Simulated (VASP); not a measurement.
Set up this calculation in VASP 6.6.1, as the native input.

- Task: single point
- Functional: PBE
- Potentials or basis: VASP PAW PBE potentials, release 64 (Zn, O)
- Cutoff: 520 eV
- k mesh: 6 × 6 × 6
- Occupations: fermi-dirac, width 0.02 eV
- Spin: no spin polarisation
- Dipole correction: no
- Further INCAR settings: ALGO = Normal; EDIFF = 1e-06; NBANDS = 16

The structure of ZnO lies in POSCAR:

```
ZnO
1.0
    2.6461709590      0.0000000000      0.0000000000
    0.0000000000      2.6461709590      0.0000000000
    0.0000000000      0.0000000000      2.6461709590
Zn O
1 1
Direct
    0.0000000000      0.0000000000      0.0000000000
    0.5000000000      0.5000000000      0.5000000000
```

One way to write it, as run:

INCAR

```
SYSTEM = ZnO
PREC     = Accurate       ! precision mode
ENCUT    = 520            ! plane-wave cutoff, eV
EDIFF    = 1E-6           ! SCF threshold, eV
ISMEAR   = -1             ! smearing method
SIGMA    = 0.02           ! smearing width, eV
LREAL    = .False.        ! projectors in reciprocal space
LASPH    = .True.         ! aspherical terms in the spheres
NELM     = 80             ! most SCF steps
ALGO     = Normal         ! electronic algorithm
ISIF     = 2              ! what is computed and relaxed
LWAVE    = .False.        ! write WAVECAR
LCHARG   = .True.         ! write CHGCAR
GGA      = PE             ! functional
LELF     = .True.         ! ELF
LVHAR    = .True.       
NBANDS   = 16             ! bands
```

KPOINTS

```
regular mesh
0
Gamma
  6 6 6
  0 0 0
```

Potentials or basis: VASP PAW PBE potentials, release 64 (Zn, O).

Command:

```console
$ cat potpaw_PBE.64/Zn/POTCAR potpaw_PBE.64/O/POTCAR > POTCAR
$ mpirun -np 1 vasp_std > vasp.out
```

It gave:

The pressure is 9.4 GPa. The band gap on the k mesh is zero (band 9 reaches 3.58 eV, above the bottom of band 10 at 2.98 eV).

Caveat: the k points lie up to 0.40 Å⁻¹ apart.

It took 6.6 s on 1 thread of AMD EPYC 7R43 64-Core Processor (Zen 3), with other jobs on the host, peak memory 0.09 GiB.
